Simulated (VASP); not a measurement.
Here is a VASP 6.6.1 calculation.

Contents of INCAR:

```
PREC = Accurate
ENCUT = 520
EDIFF = 1E-6
ISMEAR = 0
SIGMA = 0.03
LREAL = F
LASPH = T
NELM = 100
ALGO = Normal
ISIF = 2
LWAVE = F
LCHARG = F
GGA = CA
NBANDS = 16
```

File KPOINTS:

```
Automatic mesh
0
Gamma
  10 10 10
```

File POSCAR:

```
Si
1.0
   -3.2256809613      3.2256809613      1.8647140902
    3.2256809613     -3.2256809613      1.8647140902
    3.2256809613      3.2256809613     -1.8647140902
Si
4
Direct
    0.1788010600      0.1788010600      0.3576021200
    0.8211989400      0.8211989400      0.6423978800
    0.1788010600      0.8211989400      0.0000000000
    0.8211989400      0.1788010600      0.0000000000
```

Potentials or basis: VASP PAW LDA potentials, release 64 (Si).

Command:

```console
$ cat potpaw_LDA.64/Si/POTCAR > POTCAR
$ mpirun -np 1 vasp_std > vasp.out
```

Question: Estimate the band gap on the k mesh.

Answer: Zero (band 8 reaches 6.34 eV, above the bottom of band 9 at 6.31 eV).

Question: Estimate the pressure.

Answer: 7.2 GPa.

Question: Predict the largest force.

Answer: 0.118 eV/Å.

Forces in eV/Å, atoms in the order of the input:
```
Si   0.083  0.083  0.000
Si  -0.083 -0.083  0.000
Si  -0.083  0.083  0.000
Si   0.083 -0.083  0.000
```

Caveat: the cell differs from its parent crystal (strain -0.030 along x and y, -0.030 along z).
